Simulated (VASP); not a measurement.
# Be (Im-3m) in VASP: further runs

Be is run at these levels: PBEsol; tasks: single point.

Everything below comes from runs of VASP 6.6.1. Logs are shortened: lines on timing, memory, paths and dates and some standing lists are left out, and cuts for length are marked.

## 1. The cell of the first run

It takes space group Im-3m (No. 229, cubic). The conventional cell has a = 2.527 Å, b = 2.527 Å, c = 2.527 Å, α = 90.00°, β = 90.00°, γ = 90.00°. Be (site symmetry m-3m) has 14 Be at 2.19 to 2.53 Å within 2.9 Å.

This isn't the form of Be at room conditions, which is hcp.

## 2. Single point, PBEsol (8.06 Å³/atom)

INCAR reads:

```
  ALGO = Normal
  EDIFF = 1E-7
  ENCUT = 520
  GGA = PS
  ISIF = 2
  ISMEAR = -1
  LASPH = T
  LCHARG = F
  LREAL = F
  LWAVE = F
  NBANDS = 7
  NELM = 80
  PREC = Accurate
  SIGMA = 0.1
```

KPOINTS reads:

```
k-points
0
Gamma
  20 20 20
```

POSCAR reads:

```
Be
1.0
   -1.2632959480      1.2632959480      1.2632959480
    1.2632959480     -1.2632959480      1.2632959480
    1.2632959480      1.2632959480     -1.2632959480
Be
1
Direct
    0.0000000000      0.0000000000      0.0000000000
```

Potentials or basis: VASP PAW PBE potentials, release 64 (Be).

The run is started by

```
> cat potpaw_PBE.64/Be/POTCAR > POTCAR
> mpirun -np 1 vasp_std > vasp.out
```

OUTCAR:

```text
EDIFF = 1E-7
   ENCUT = 520
   GGA = PS
   ISIF = 2
   ISMEAR = -1
   LASPH = T
   LREAL = F
   NELM = 80
   PREC = Accurate

 ion  position               nearest neighbor table
   1  0.000  0.000  0.000-

  LATTYP: Found a body centered cubic cell.
 ALAT       =     2.5265918960

  Lattice vectors:

 A1 = (  -1.2632959480,   1.2632959480,   1.2632959480)
 A2 = (   1.2632959480,  -1.2632959480,   1.2632959480)
 A3 = (   1.2632959480,   1.2632959480,  -1.2632959480)

Analysis of symmetry for initial positions (statically):
=====================================================================
 Subroutine PRICEL returns:
 Original cell was already a primitive cell.

 Routine SETGRP: Setting up the symmetry group for a
 body centered cubic supercell.

 Subroutine GETGRP returns: Found 48 space group operations
 (whereof 48 operations were pure point group operations)
 out of a pool of 48 trial point group operations.

The static configuration has the point symmetry O_h .

Analysis of symmetry for dynamics (positions and initial velocities):
=====================================================================
 Subroutine PRICEL returns:
 Original cell was already a primitive cell.

 Routine SETGRP: Setting up the symmetry group for a
 body centered cubic supercell.

 Subroutine GETGRP returns: Found 48 space group operations
 (whereof 48 operations were pure point group operations)
 out of a pool of 48 trial point group operations.

The dynamic configuration has the point symmetry O_h .

 Subroutine INISYM returns: Found 48 space group operations
 (whereof 48 operations are pure point group operations),
 and found     1 'primitive' translations

----------------------------------------------------------------------------------------

                                     Primitive cell

  volume of cell :       8.0645

  direct lattice vectors                    reciprocal lattice vectors
    -1.263295948  1.263295948  1.263295948     0.000000000  0.395790077  0.395790077
     1.263295948 -1.263295948  1.263295948     0.395790077  0.000000000  0.395790077
     1.263295948  1.263295948 -1.263295948     0.395790077  0.395790077  0.000000000

  length of vectors
     2.188092767  2.188092767  2.188092767     0.559731694  0.559731694  0.559731694

  position of ions in fractional coordinates (direct lattice)
     0.000000000  0.000000000  0.000000000

  ion indices of the primitive-cell ions
   primitive index   ion index
                 1           1

----------------------------------------------------------------------------------------

 KPOINTS: k-points

Automatic generation of k-mesh.
 Grid dimensions read from file:
 generate k-points for:   20   20   20

 Generating k-lattice:

  Cartesian coordinates                     Fractional coordinates (reciprocal lattice)
     0.000000000  0.019789504  0.019789504     0.050000000  0.000000000  0.000000000
     0.019789504  0.000000000  0.019789504     0.000000000  0.050000000  0.000000000
     0.019789504  0.019789504  0.000000000     0.000000000  0.000000000  0.050000000

  Length of vectors
     0.027986585  0.027986585  0.027986585

  Shift w.r.t. Gamma in fractional coordinates (k-lattice)
     0.000000000  0.000000000  0.000000000

 Subroutine IBZKPT returns following result:
 ===========================================

 Found    256 irreducible k-points:

 Following reciprocal coordinates:
            Coordinates               Weight
  0.000000  0.000000  0.000000      1.000000
  0.050000  0.000000  0.000000     12.000000
  0.100000  0.000000  0.000000     12.000000
  0.150000  0.000000  0.000000     12.000000
  0.200000  0.000000  0.000000     12.000000
  0.250000  0.000000  0.000000     12.000000
[... 16 lines left out ...]
  0.200000  0.100000 -0.000000     48.000000
  0.250000  0.100000  0.000000     48.000000
 [... further k-points ...]
   k-points           NKPTS =    256   k-points in BZ     NKDIM =    256   number of bands    NBANDS=      7
   number of dos      NEDOS =    301   number of ions     NIONS =      1
   total plane-waves  NPLWV =   4096
   dimension x,y,z NGX =    16 NGY =   16 NGZ =   16
   dimension x,y,z NGXF=    32 NGYF=   32 NGZF=   32
   ions per type =               1
   NGX,Y,Z   is equivalent  to a cutoff of  12.16, 12.16, 12.16 a.u.
   NGXF,Y,Z  is equivalent  to a cutoff of  24.31, 24.31, 24.31 a.u.
 SYSTEM =  unknown system
   PREC   = accura    normal or accurate (medium, high low for compatibility)
   ISTART =      0    job   : 0-new  1-cont  2-samecut
   ICHARG =      2    charge: 1-file 2-atom 10-const
   ISPIN  =      1    spin polarized calculation?
   LNONCOLLINEAR =      F non collinear calculations
   LSORBIT =      F    spin-orbit coupling
   LASPH  =      T    aspherical Exc in radial PAW
   ENCUT  =  520.0 eV  38.22 Ry    6.18 a.u.   4.07  4.07  4.07*2*pi/ulx,y,z
   NELM   =     80;   NELMIN=  2; NELMDL= -5     # of ELM steps
   EDIFF  = 0.1E-06   stopping-criterion for ELM
   LREAL  =      F    real-space projection
   EDIFFG = 0.1E-05   stopping-criterion for IOM
   NSW    =      0    number of steps for IOM
   IBRION =     -1    ionic relax: 0-MD 1-quasi-New 2-CG
   NFREE  =      0    steps in history (QN), initial steepest desc. (CG)
   ISIF   =      2    stress and relaxation
   ISYM   =      2    0-nonsym 1-usesym 2-fastsym
   POTIM  = 0.5000    time-step for ionic-motion
   TEBEG  =    0.0;   TEEND  =   0.0 temperature during run
   PSTRESS=    0.0 pullay stress
   NELECT =       2.0000    total number of electrons
   NUPDOWN=      -1.0000    fix difference up-down
   EMIN   =  10.00;   EMAX   =-10.00  energy-range for DOS
   EFERMI =   0.00;   METHOD = LEGACY
   ISMEAR =    -1;   SIGMA  =   0.10  broadening in eV -4-tet -1-fermi 0-gaus
   EFERMI_NEDOS =   21; number of points for ismear=-14 and -15
   IALGO  =     38    algorithm
   IMIX   =      4    mixing-type and parameters
     AMIX     =   0.40;   BMIX     =  1.00
     AMIX_MAG =   1.60;   BMIX_MAG =  1.00
  volume/ion in A,a.u.               =       8.06        54.42
  Fermi-wavevector in a.u.,A,eV,Ry     =   1.028552  1.943682 14.393874  1.057920
  Thomas-Fermi vector in A             =   2.162555
   LORBIT       =      0    0 simple, 1 ext, 2 COOP (PROOUT), +10 PAW based schemes
   GGA     = PS    functional components
   LHFCALC =     F    Hartree Fock is set to
   AEXX    =    0.0000 exact exchange contribution
   IVDW    =     0    specifies the selected vdW correction
   LEPSILON=     F    determine dielectric tensor
   LRPA    =     F    only Hartree local field effects (RPA)
 non-spin polarized calculation
  energy-cutoff  :      520.00
  volume of cell :        8.06
 maximum number of plane-waves:       236
   NGX =  9   NGY =  9   NGZ =  9

 number of electron       2.0000000 magnetization

 Free energy of the ion-electron system (eV)
  ---------------------------------------------------
  ext. energy  EPLUGINS =         0.00000000
  ---------------------------------------------------
  free energy    TOTEN  =        -3.89908898 eV

  energy without entropy =       -3.89474107  energy(sigma->0) =       -3.89691502

 E-fermi :   7.6762     XC(G=0): -10.5488

 val. band max:        7.6748590211   @ k =  -0.3500  -0.4000   0.0500
 cond. band min:       7.7126264691   @ k =   0.3000   0.2500   0.1500
 fundamental gap:      0.0377674480
 Fermi energy:         7.6762459334

 k-point     1 :       0.0000    0.0000    0.0000
  band No.  band energies     occupation
      1      -4.3804      2.00000
      2      26.6699      0.00000
      3      26.6699      0.00000
      4      26.6699      0.00000
      5      37.9340      0.00000
      6      37.9340      0.00000
      7      37.9340      0.00000

 k-point     2 :       0.0500    0.0000    0.0000
  band No.  band energies     occupation
      1      -4.2937      2.00000
      2      26.2465      0.00000
      3      26.3203      0.00000
      4      26.5696      0.00000
      5      36.7527      0.00000
      6      36.8553      0.00000
      7      38.5106      0.00000

 k-point     3 :       0.1000    0.0000    0.0000
  band No.  band energies     occupation
      1      -4.0334      2.00000
      2      24.9454      0.00000
      3      25.4459      0.00000
      4      26.2757      0.00000
      5      34.7312      0.00000
      6      35.1094      0.00000
      7      38.5555      0.00000

 k-point     4 :       0.1500    0.0000    0.0000
  band No.  band energies     occupation
      1      -3.5994      2.00000
      2      22.8586      0.00000
      3      24.3476      0.00000
      4      25.8163      0.00000
      5      33.4393      0.00000
      6      33.4420      0.00000
      7      38.1412      0.00000

 k-point     5 :       0.2000    0.0000    0.0000
  band No.  band energies     occupation
      1      -2.9924      2.00000
      2      20.3157      0.00000
      3      23.2313      0.00000
      4      25.2463      0.00000
      5      31.9571      0.00000
      6      32.8226      0.00000
      7      38.1895      0.00000

 k-point     6 :       0.2500    0.0000    0.0000
  band No.  band energies     occupation
      1      -2.2150      2.00000
      2      17.6391      0.00000
      3      22.2058      0.00000
      4      24.6368      0.00000
      5      30.6902      0.00000
      6      32.6280      0.00000
      7      38.6463      0.00000

 k-point     7 :       0.3000    0.0000    0.0000
  band No.  band energies     occupation
      1      -1.2749      2.00000
      2      15.0231      0.00000
      3      21.3267      0.00000
      4      24.0558      0.00000
      5      29.6482      0.00000
      6      32.6901      0.00000
      7      39.4428      0.00000

 k-point     8 :       0.3500    0.0000    0.0000
  band No.  band energies     occupation
      1      -0.1926      2.00000
      2      12.5824      0.00000
      3      20.6235      0.00000
      4      23.5571      0.00000
      5      28.8354      0.00000
      6      32.8964      0.00000
      7      40.5006      0.00000

 k-point     9 :       0.4000    0.0000    0.0000
  band No.  band energies     occupation
      1       0.9748      2.00000
      2      10.4213      0.00000
      3      20.1127      0.00000
      4      23.1782      0.00000
      5      28.2538      0.00000
      6      33.1501      0.00000
      7      41.7067      0.00000

 k-point    10 :       0.4500    0.0000    0.0000
  band No.  band energies     occupation
      1       2.0551      2.00000
      2       8.7368      0.00005
      3      19.8032      0.00000
      4      22.9424      0.00000
      5      27.9045      0.00000
      6      33.3563      0.00000
      7      42.8256      0.00000

 k-point    11 :       0.5000    0.0000    0.0000
  band No.  band energies     occupation
      1       2.5672      2.00000
      2       8.0222      0.06100
      3      19.6996      0.00000
      4      22.8624      0.00000
      5      27.7880      0.00000
      6      33.4358      0.00000
      7      43.3401      0.00000
[... 51 lines left out ...]
 k-point    17 :       0.3000    0.0500    0.0000
  band No.  band energies     occupation
      1      -0.6813      2.00000
      2      13.8043      0.00000
      3      20.6494      0.00000
      4      23.1892      0.00000
      5      30.0535      0.00000
      6      32.8334      0.00000
      7      39.9659      0.00000

 k-point    18 :       0.3500    0.0500    0.0000
  band No.  band energies     occupation
      1       0.4576      2.00000
      2      11.4863      0.00000
      3      20.0536      0.00000
      4      22.7038      0.00000
      5      29.4306      0.00000
      6      33.1076      0.00000
      7      41.0896      0.00000

 k-point    19 :       0.4000    0.0500    0.0000
  band No.  band energies     occupation
      1       1.6221      2.00000
      2       9.5215      0.00000
      3      19.6509      0.00000
      4      22.3665      0.00000
      5      29.0100      0.00000
      6      33.3774      0.00000
      7      42.2846      0.00000

 k-point    20 :       0.4500    0.0500    0.0000
  band No.  band energies     occupation
      1       2.5109      2.00000
      2       8.2288      0.00794
      3      19.4482      0.00000
      4      22.1941      0.00000
      5      28.7982      0.00000
      6      33.5455      0.00000
      7      43.2321      0.00000

 k-point    21 :       0.1000    0.1000    0.0000
  band No.  band energies     occupation
      1      -3.3386      2.00000
      2      22.8070      0.00000
      3      22.8141      0.00000
      4      24.9850      0.00000
      5      33.0665      0.00000
      6      33.6332      0.00000
      7      38.1271      0.00000

 k-point    22 :       0.1500    0.1000    0.0000
  band No.  band energies     occupation
      1      -2.7307      2.00000
      2      20.3651      0.00000
      3      21.7314      0.00000
      4      24.1821      0.00000
      5      32.7052      0.00000
      6      33.1063      0.00000
      7      38.3673      0.00000

 k-point    23 :       0.2000    0.1000   -0.0000
  band No.  band energies     occupation
      1      -1.9514      2.00000
      2      17.7237      0.00000
      3      20.7566      0.00000
      4      23.3986      0.00000
      5      32.5154      0.00000
      6      32.6797      0.00000
      7      38.8713      0.00000

 k-point    24 :       0.2500    0.1000    0.0000
  band No.  band energies     occupation
      1      -1.0073      2.00000
      2      15.1225      0.00000
      3      19.9262      0.00000
      4      22.6881      0.00000
      5      31.9392      0.00000
      6      32.8597      0.00000
      7      39.6315      0.00000

 [... further k-points ...]

------------------------ aborting loop because EDIFF is reached ----------------------------------------

  FORCE on cell =-STRESS in cart. coord.  units (eV):
  Direction    XX          YY          ZZ          XY          YZ          ZX
  --------------------------------------------------------------------------------------
  -------------------------------------------------------------------------------------
  Total       -0.2174532     -0.2174532     -0.2174532     -0.0000000     -0.0000000     -0.0000000
  in kB      -43.2017159    -43.2017159    -43.2017159     -0.0000000     -0.0000000     -0.0000000
  external PRESSURE =     -43.2017159 kB  Pullay stress =       0.0000000 kB

 VOLUME and BASIS-vectors are now :
 -----------------------------------------------------------------------------
  energy-cutoff  :      520.00
  volume of cell :        8.06
      direct lattice vectors                 reciprocal lattice vectors
    -1.263295948  1.263295948  1.263295948     0.000000000  0.395790077  0.395790077
     1.263295948 -1.263295948  1.263295948     0.395790077  0.000000000  0.395790077
     1.263295948  1.263295948 -1.263295948     0.395790077  0.395790077  0.000000000

 POSITION                                       TOTAL-FORCE (eV/Angst)
 -----------------------------------------------------------------------------------
      0.00000      0.00000      0.00000        -0.000000      0.000000      0.000000
 -----------------------------------------------------------------------------------
    total drift:                               -0.000000     -0.000000     -0.000000

  FREE ENERGIE OF THE ION-ELECTRON SYSTEM (eV)
  ---------------------------------------------------
  free  energy   TOTEN  =        -3.8990889811 eV

  energy  without entropy=       -3.8947410676  energy(sigma->0) =       -3.89691502
```

It took 4.2 s on 1 thread of Intel Xeon Platinum 8488C (Sapphire Rapids), shared host; peak memory 0.12 GiB.

Results:

```
Free energy            : -3.8991 eV
Pressure               : -4.3 GPa
Band gap on the k mesh : zero (bands 1 and 2 overlap by 5.15 eV)
```

Levels at points of the mesh, in eV from the Fermi level:
| k point | band 1 | band 2 | band 3 | band 4 | band 5 |
| --- | --- | --- | --- | --- | --- |
| (0.00, 0.00, 0.00) | -12.06 | 18.99 | 18.99 | 18.99 | 30.26 |
| (0.50, 0.00, 0.00) | -5.11 | 0.35 | 12.02 | 15.19 | 20.11 |
| (0.50, 0.50, 0.50) | 3.90 | 3.90 | 3.90 | 9.71 | 9.71 |

Caveat: the cell stands under tension; the PAW data sets were made with another functional, which shifts forces and pressure a little.

(Part 1 of 2 ends here.)
